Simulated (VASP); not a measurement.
SnSe, 4 atoms in the cell. The cell holds a slab with vacuum, 4 atoms: a = 4.190 Å, b = 4.190 Å, c = 10.980 Å, α = 90.00°, β = 90.00°, γ = 90.00°.  This cell differs from its parent crystal: all Sn atoms moved +0.113 Å, as atom 1 along Cartesian [1 1 0].

- Program: VASP 6.6.1
- Task: single point
- Functional: LDA
- Potentials or basis: VASP PAW LDA potentials, release 64 (Sn_d, Se)
- Cutoff: 500 eV
- k mesh: 6 × 6 × 4
- Occupations: gaussian, width 0.05 eV
- Spin: no spin polarisation
- Dipole correction: no
- Further INCAR settings: ALGO = Normal; EDIFF = 1e-06; NBANDS = 28

Potentials or basis: VASP PAW LDA potentials, release 64 (Sn_d, Se).

The run is started by

```console
$ cat potpaw_LDA.64/Sn_d/POTCAR potpaw_LDA.64/Se/POTCAR > POTCAR
$ mpirun -np 1 vasp_std > vasp.out
```

Hardware: 1 thread of Intel(R) Xeon(R) 6975P-C (Granite Rapids), on a shared host.

Estimate the wall time of this run.

It took 66 s on 1 thread of Intel(R) Xeon(R) 6975P-C (Granite Rapids), with other jobs on the host, peak memory 0.33 GiB. Counts: scf iterations 17, k points 39.
